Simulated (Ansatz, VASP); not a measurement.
**Two plane-wave programs on Cu2Os**

```
CELL_PARAMETERS angstrom
0.00000 3.33800 3.33800
3.33800 0.00000 3.33800
3.33800 3.33800 0.00000
ATOMIC_POSITIONS crystal
Cu 0.12500 0.12500 0.12500
Cu 0.62500 0.12500 0.12500
Cu 0.12500 0.12500 0.62500
Cu 0.12500 0.62500 0.12500
Os 0.50000 0.50000 0.50000
Os 0.75000 0.75000 0.75000
```

Alike in both runs: functional PBE; k mesh 10 × 10 × 10; occupations gaussian, width 0.1 eV; no spin polarisation.

Ansatz relaxed the structure, and its values are those at the end. VASP's run is a single point on that final structure, the one shown.

|  | VASP | Ansatz |
| --- | --- | --- |
| version | VASP 6.6.1 | Ansatz 0.2.0 |
| potentials or method | VASP PAW PBE potentials, release 64 (Cu, Os), cutoff 520 eV | scalar-relativistic, plane waves, PAW |
| valence electrons in the cell | 60 | 108 |

```csv
,VASP,Ansatz,Ansatz less VASP
gap on the k mesh at the Fermi level (eV),none,none,-
pressure (GPa),0.5,0.0,-0.48
```

A gap of «none» marks a metal or a gap that the smearing closes. VASP's potentials hold 60 valence electrons a cell and Ansatz's 108, so a difference there can come from the potentials and not from the codes.

Neither program's run includes spin-orbit coupling.
